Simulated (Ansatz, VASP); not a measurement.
**AgCl in VASP and in Ansatz**

```
Ag Cl
1.0
     0.00000    2.99325    3.01629
     2.99325    0.00000    3.01629
     2.99325    2.99325    0.00000
Ag Cl
1 1
Direct
  0.00000 0.00000 0.00000
  0.25000 0.25000 0.25000
```

Change from the starting cell: uniaxial_z strain +0.8%.

Alike in both runs: task single point; functional r2SCAN; k mesh 8 × 8 × 8; no spin polarisation.

|  | VASP | Ansatz |
| --- | --- | --- |
| version | VASP 6.6.1 | Ansatz 0.2.0 |
| potentials or method | VASP PAW PBE potentials, release 64 (Ag, Cl) | plane waves, PAW |
| plane-wave cutoff (eV) | 520 | 500 |
| occupations | gaussian, width 0.01 eV | fixed |
| valence electrons in the cell | 18 | 26 |

|  | VASP | Ansatz | Ansatz less VASP |
| --- | --- | --- | --- |
| gap on the k mesh at the Fermi level (eV) | 1.61 | 1.65 | +0.047 |
| pressure (GPa) | -0.3 | -0.3 | +0.06 |

VASP's potentials were made for PBE, not for r2SCAN. VASP's potentials hold 18 valence electrons a cell and Ansatz's 26, so a difference there can come from the potentials and not from the codes.
